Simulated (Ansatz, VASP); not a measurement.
# Ga4SbAs3: VASP beside Ansatz

The input INCAR:

```
SYSTEM = Ga4SbAs3
PREC = Accurate
ENCUT = 600
EDIFF = 1E-6
ISMEAR = 0
SIGMA = 0.1
LREAL = .False.
LASPH = .True.
NELM = 100
ALGO = Fast
ISIF = 3
LWAVE = .False.
LCHARG = .False.
GGA = PE
IBRION = 2
NSW = 100
EDIFFG = -0.01
```

The input KPOINTS:

```
regular mesh
0
Gamma
  10 10 4
  0 0 0
```

POSCAR

```
Ga4SbAs3
1.0
    4.1776190365      0.0000000000      0.0000000000
    0.0000000000      4.1776190365      0.0000000000
    0.0000000000      0.0000000000     11.6119236679
Ga Sb As
4 1 3
Direct
    0.5000000000      0.0000000000      0.6385755933
    0.0000000000      0.5000000000      0.8795492477
    0.5000000000      0.0000000000      0.1204507523
    0.0000000000      0.5000000000      0.3614244067
    0.0000000000      0.0000000000      0.5000000000
    0.0000000000      0.0000000000      0.0000000000
    0.5000000000      0.5000000000      0.2412380470
    0.5000000000      0.5000000000      0.7587619530
```

Input for Ansatz:

```yaml
crystal:
  lattice:
    - [4.1776190365, 0.0, 0.0]
    - [0.0, 4.1776190365, 0.0]
    - [0.0, 0.0, 11.6119236679]
  atoms:
    - { symbol: Ga, position: [0.5, 0.0, 0.6385755933] }
    - { symbol: Ga, position: [0.0, 0.5, 0.8795492477] }
    - { symbol: Ga, position: [0.5, 0.0, 0.1204507523] }
    - { symbol: Ga, position: [0.0, 0.5, 0.3614244067] }
    - { symbol: Sb, position: [0.0, 0.0, 0.5] }
    - { symbol: As, position: [0.0, 0.0, 0.0] }
    - { symbol: As, position: [0.5, 0.5, 0.241238047] }
    - { symbol: As, position: [0.5, 0.5, 0.758761953] }
basis:
  ecutwfc: 420
kpoints:
  mp_grid: { grid: [10, 10, 4] }
hamiltonian:
  xc: pbe
scf:
  occupations: { method: gaussian, width: 0.1 }
output:
  forces: true
  stress: true
  eigenvalues: true
  write_density: true
  write_potential: true
  elf: true
  volumetric_format: npy
relax:
  adjacent_minimum: "off"
  f_tol: 0.01
  max_steps: 80
  cell: { stress_tol: 0.05 }
```

Alike in both runs: task relaxation of cell and atoms; functional PBE; k mesh 10 × 10 × 4; occupations gaussian, width 0.1 eV; no spin polarisation.

|  | VASP | Ansatz |
| --- | --- | --- |
| version | VASP 6.6.1 | Ansatz 0.2.0 |
| potentials or method | VASP PAW PBE potentials, release 64 (Ga_d, Sb, As), cutoff 600 eV | scalar-relativistic, plane waves, PAW |
| valence electrons in the cell | 72 | 112 |

Ansatz gave:

| Property | Result |
| --- | --- |
| gap on the k mesh at the Fermi level, each at its own relaxed structure (eV) | none |
| relaxed volume (Å³/atom) | 25.23 |
| relaxed cell length with the largest relative difference (Å) | 11.729 |

Problem. What did VASP give for the same quantities?

Solution. gap on the k mesh at the Fermi level, each at its own relaxed structure (eV): none; relaxed volume (Å³/atom): 25.28; relaxed cell length with the largest relative difference (Å): 11.738.

A gap of «none» marks a metal or a gap that the smearing closes. VASP's potentials hold 72 valence electrons a cell and Ansatz's 112, so a difference there can come from the potentials and not from the codes.

Spin-orbit coupling is off throughout.
